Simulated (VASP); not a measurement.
# Si5CN8 (Pm) in VASP: single point with HSE06

Aim: the single point of Si5CN8 with HSE06.

Everything below comes from runs of VASP 6.6.1. Logs are shortened: lines on timing, memory, paths and dates and some standing lists are left out, and cuts for length are marked.

### Step 1. The cell of the first run

Symmetry: Pm, No. 6, monoclinic system. Conventional cell: a = 7.395 Å, b = 2.851 Å, c = 7.424 Å, α = 90.00°, β = 119.68°, γ = 90.00°. Within 2.3 Å of Si (site symmetry m) lie 4 N at 1.70 to 1.74 Å. Within 2.3 Å of Si (site symmetry m) lie 4 N at 1.70 Å. Within 2.3 Å of Si (site symmetry m) lie 4 N at 1.72 to 1.75 Å. Si (site symmetry m) has 4 N at 1.69 to 1.74 Å within 2.2 Å. Within 2.3 Å of Si (site symmetry m) lie 4 N at 1.73 to 1.75 Å. Within 1.9 Å of C (site symmetry m) lie 4 N at 1.45 to 1.68 Å. N (site symmetry m) has 1 C at 1.45 Å and 2 Si at 1.74 Å within 1.9 Å. Within 2.3 Å of N (site symmetry m) lie 3 Si at 1.70 to 1.74 Å.

### Step 2. Single point, HSE06

POSCAR reads:

```
Si5CN8
1.0
    7.4235539307      0.0000000000      0.0290457432
    0.0000000000      2.8508246476      0.0000000000
   -3.6866276823      0.0000000000      6.4101722553
Si C N
5 1 8
Direct
    0.5898088958      0.5000000000      0.8276431059
    0.8223570418      0.0000000000      0.2330424979
    0.7851568776      0.0000000000      0.6037710170
    0.2263451710      0.5000000000      0.4080063357
    0.3965598530      0.0000000000      0.1588515194
    0.1941528665      0.5000000000      0.7746667132
    0.3208686344      0.5000000000      0.6757189526
    0.6597471255      0.0000000000      0.3329497692
    0.7085361500      0.5000000000      0.6782493909
    0.6628042940      0.0000000000      0.9705292156
    0.0551331858      0.0000000000      0.7092953518
    0.9651196060      0.5000000000      0.2973302960
    0.2968936943      0.0000000000      0.3279145769
    0.3165166042      0.5000000000      0.0020312578
```

INCAR.step1 reads:

```
SYSTEM = Si5CN8
ALGO = Normal ; EDIFF = 1E-5
ENCUT = 520 ; GGA = PE
GGA_COMPAT = .False. ; ISIF = 2
ISMEAR = 0 ; KPAR = 4
LASPH = .True. ; LCHARG = .False.
LREAL = .False. ; LWAVE = .True.
NBANDS = 45 ; NELM = 120
PREC = Accurate ; SIGMA = 0.01
```

INCAR.step2 reads:

```
SYSTEM = Si5CN8
ALGO = Normal ; EDIFF = 1E-6
ENCUT = 520 ; GGA = PE
GGA_COMPAT = .False. ; HFSCREEN = 0.2079
ISIF = 2 ; ISMEAR = 0
ISTART = 1 ; KPAR = 4
LASPH = .True. ; LCHARG = .False.
LHFCALC = .True. ; LREAL = .False.
LWAVE = .False. ; NBANDS = 45
NELM = 120 ; PREC = Accurate
PRECFOCK = Fast ; SIGMA = 0.01
```

KPOINTS reads:

```
k-points
0
Gamma
  2 6 2
  0 0 0
```

Potentials or basis: VASP PAW PBE potentials, release 64 (Si, C, N).

Run with:

```bash
$ cat potpaw_PBE.64/Si/POTCAR potpaw_PBE.64/C/POTCAR potpaw_PBE.64/N/POTCAR > POTCAR
$ cp INCAR.step1 INCAR
$ mpirun -np 4 vasp_std > vasp.out
$ cp INCAR.step2 INCAR
$ mpirun -np 4 vasp_std > vasp.out
```

OUTCAR:

```text
SYSTEM = Si5CN8
   EDIFF = 1E-6
   ENCUT = 520
   GGA = PE
   HFSCREEN = 0.2079
   ISIF = 2
   ISMEAR = 0
   ISTART = 1
   LASPH = .True.
   LHFCALC = .True.
   LREAL = .False.
   NELM = 120
   PREC = Accurate
   PRECFOCK = Fast

 ion  position               nearest neighbor table
   1  0.590  0.500  0.828-  10 1.70  10 1.70   9 1.72   7 1.74   4 2.94   2 2.98   2 2.98   3 3.04
                             3 3.04
   2  0.822  0.000  0.233-  12 1.70  12 1.70   8 1.70  10 1.70   3 2.89   5 2.93   4 2.98   4 2.98
                             1 2.98   1 2.98
   3  0.785  0.000  0.604-   9 1.72   9 1.72   8 1.74  11 1.75   2 2.89   1 3.04   1 3.04   5 3.12

   4  0.226  0.500  0.408-  12 1.69  13 1.72  13 1.72   7 1.74   1 2.94   2 2.98   2 2.98   5 3.05
                             5 3.05
   5  0.397  0.000  0.159-   8 1.73  13 1.74  14 1.75  14 1.75   2 2.93   4 3.05   4 3.05   3 3.12

   6  0.194  0.500  0.775-   7 1.45  14 1.46  11 1.68  11 1.68
   7  0.321  0.500  0.676-   6 1.45   1 1.74   4 1.74
   8  0.660  0.000  0.333-   2 1.70   5 1.73   3 1.74
   9  0.709  0.500  0.678-   1 1.72   3 1.72   3 1.72
  10  0.663  0.000  0.971-   1 1.70   1 1.70   2 1.70
  11  0.055  0.000  0.709-   6 1.68   6 1.68   3 1.75
  12  0.965  0.500  0.297-   4 1.69   2 1.70   2 1.70
  13  0.297  0.000  0.328-   4 1.72   4 1.72   5 1.74
  14  0.317  0.500  0.002-   6 1.46   5 1.75   5 1.75

  LATTYP: Found a simple monoclinic cell.
 ALAT       =     7.3946962081
 B/A-ratio  =     0.3855228893
 C/A-ratio  =     1.0039101735
 COS(beta)  =    -0.4951547452

  Lattice vectors:

 A1 = (  -3.6866276823,   0.0000000000,   6.4101722553)
 A2 = (   0.0000000000,  -2.8508246476,   0.0000000000)
 A3 = (   7.4235539307,   0.0000000000,   0.0290457432)

Analysis of symmetry for initial positions (statically):
=====================================================================
 Subroutine PRICEL returns:
 Original cell was already a primitive cell.

 Routine SETGRP: Setting up the symmetry group for a
 simple monoclinic supercell.

 Subroutine GETGRP returns: Found  2 space group operations
 (whereof  2 operations were pure point group operations)
 out of a pool of  4 trial point group operations.

The static configuration has the point symmetry C_1h.

Analysis of symmetry for dynamics (positions and initial velocities):
=====================================================================
 Subroutine PRICEL returns:
 Original cell was already a primitive cell.
[... 146 lines left out ...]
  Thomas-Fermi vector in A             =   2.406301
   LORBIT       =      0    0 simple, 1 ext, 2 COOP (PROOUT), +10 PAW based schemes
   GGA     = PE    functional components
   LHFCALC =     T    Hartree Fock is set to
   PRECFOCK=fast      Normal, Fast or Accurate (Low or Medium for compatibility)
   ENCUT4O =  -1.0   cutoff for four orbital integrals eV
   NKREDX  =     1    reduce k-point grid by
   NKREDY  =     1    reduce k-point grid by
   NKREDZ  =     1    reduce k-point grid by
   AEXX    =    0.2500 exact exchange contribution
   HFSCREEN=    0.2079 screening length (either q_TF or 0.3 A-1)
   HFSCREENC=   0.2079 screening length for correlation (either q_TF or 0.3 A-1)
   ENCUTFOCK=  -1.0 apply spherical cutoff to Coloumb kernel
   IVDW    =     0    specifies the selected vdW correction
   LEPSILON=     F    determine dielectric tensor
   LRPA    =     F    only Hartree local field effects (RPA)
 non-spin polarized calculation
 Gauss-broadening in eV      SIGMA  =   0.01
  energy-cutoff  :      520.00
  volume of cell :      135.97
 maximum number of plane-waves:      3682
 NGX is ok and might be reduce to    56
  NGX = 32; NGY = 12; NGZ = 32

 number of electron      63.9999996 magnetization

 Free energy of the ion-electron system (eV)
  ---------------------------------------------------
  ext. energy  EPLUGINS =         0.00000000
  ---------------------------------------------------
  free energy    TOTEN  =      -135.26891843 eV

  energy without entropy =     -135.26891843  energy(sigma->0) =     -135.26891843

 E-fermi :   6.2612     XC(G=0):  -9.0709

 val. band max:        6.1747737955   @ k =   0.0000   0.1667   0.0000
 cond. band min:       9.6143953410   @ k =   0.0000   0.0000   0.0000
 fundamental gap:      3.4396215455
 Fermi energy:         6.2612303880

 k-point     1 :       0.0000    0.0000    0.0000
  band No.  band energies     occupation
      1     -15.1673      2.00000
      2     -13.4116      2.00000
      3     -12.5672      2.00000
      4     -12.2306      2.00000
      5     -11.9147      2.00000
      6     -11.6351      2.00000
[... 741 lines left out ...]
     43      15.4250      0.00000
     44      15.6905      0.00000
 [bands above 44 left out]

------------------------ aborting loop because EDIFF is reached ----------------------------------------

  FORCE on cell =-STRESS in cart. coord.  units (eV):
  Direction    XX          YY          ZZ          XY          YZ          ZX
  --------------------------------------------------------------------------------------
  -------------------------------------------------------------------------------------
  Total       -1.4455741     -1.9585638     -1.3150573      0.0000000      0.0000000     -0.0567144
  in kB      -17.0342374    -23.0791628    -15.4962637      0.0000000      0.0000000     -0.6683063
  external PRESSURE =     -18.5365546 kB  Pullay stress =       0.0000000 kB

 VOLUME and BASIS-vectors are now :
 -----------------------------------------------------------------------------
  energy-cutoff  :      520.00
  volume of cell :      135.97
      direct lattice vectors                 reciprocal lattice vectors
     7.423553931  0.000000000  0.029045743     0.134403928  0.000000000  0.077298584
     0.000000000  2.850824648  0.000000000     0.000000000  0.350775696  0.000000000
    -3.686627682  0.000000000  6.410172255    -0.000609010  0.000000000  0.155651793

 POSITION                                       TOTAL-FORCE (eV/Angst)
 -----------------------------------------------------------------------------------
      1.32727      1.42541      5.32247        -0.063816      0.000000     -0.022295
      5.24567      0.00000      1.51773        -0.021417      0.000000      0.003232
      3.60278      0.00000      3.89308        -0.040206      0.000000     -0.044347
      0.17612      1.42541      2.62197         0.018015      0.000000      0.055769
      2.35826      0.00000      1.02978         0.039569      0.000000     -0.025683
     -1.41460      1.42541      4.97139        -0.246029      0.000000     -0.095562
     -0.10914      1.42541      4.34079        -0.065622      0.000000      0.032521
      3.67021      0.00000      2.15343         0.009401      0.000000      0.022586
      2.75940      1.42541      4.36828         0.034038      0.000000      0.003642
      1.34238      0.00000      6.24051         0.015835      0.000000      0.000511
     -2.20562      0.00000      4.54831         0.334200      0.000000      0.165280
      6.06847      1.42541      1.93397        -0.009375      0.000000     -0.013852
      0.99511      0.00000      2.11061        -0.010963      0.000000     -0.006301
      2.34219      1.42541      0.02221         0.006369      0.000000     -0.075502
 -----------------------------------------------------------------------------------
    total drift:                                0.000136      0.000000     -0.000011

  FREE ENERGIE OF THE ION-ELECTRON SYSTEM (eV)
  ---------------------------------------------------
  free  energy   TOTEN  =      -135.2689184344 eV

  energy  without entropy=     -135.2689184344  energy(sigma->0) =     -135.26891843
```

OUTCAR.step1:

```text
SYSTEM = Si5CN8
   EDIFF = 1E-5
   ENCUT = 520
   GGA = PE
   ISIF = 2
[... 1020 lines left out ...]
     -2.20562      0.00000      4.54831         0.160296      0.000000      0.095822
      6.06847      1.42541      1.93397         0.032263      0.000000     -0.022417
      0.99511      0.00000      2.11061         0.048151      0.000000     -0.031351
      2.34219      1.42541      0.02221        -0.026313      0.000000     -0.175630
 -----------------------------------------------------------------------------------
    total drift:                                0.000615      0.000000      0.000284

  FREE ENERGIE OF THE ION-ELECTRON SYSTEM (eV)
  ---------------------------------------------------
  free  energy   TOTEN  =      -112.6926607979 eV

  energy  without entropy=     -112.6926607979  energy(sigma->0) =     -112.69266080
```

It took 19 min on 4 MPI ranks of Intel Xeon Platinum 8259CL at 2.50GHz (Skylake/Cascade Lake), shared host; peak memory 0.44 GiB.

Results:

```
Free energy            : -135.2689 eV
Pressure               : -1.9 GPa
Largest force          : 0.373 eV/Å
Band gap on the k mesh : 3.44 eV (least direct gap 3.78 eV)
```

Forces in eV/Å, atoms in the order of the input:
```
Si  -0.064  0.000 -0.022
Si  -0.021  0.000  0.003
Si  -0.040  0.000 -0.044
Si   0.018  0.000  0.056
Si   0.040  0.000 -0.026
C   -0.246  0.000 -0.096
N   -0.066  0.000  0.033
N    0.009  0.000  0.023
N    0.034  0.000  0.004
N    0.016  0.000  0.001
N    0.334  0.000  0.165
N   -0.009  0.000 -0.014
N   -0.011  0.000 -0.006
N    0.006  0.000 -0.076
```

Stress tensor (GPa, compression positive):
```
-1.70  0.00 -0.07
 0.00 -2.31  0.00
-0.07  0.00 -1.55
```

Caveat: the k points lie up to 0.49 Å⁻¹ apart; the PAW data sets were made with another functional, which shifts forces and pressure a little. A k mesh can miss the band edges.
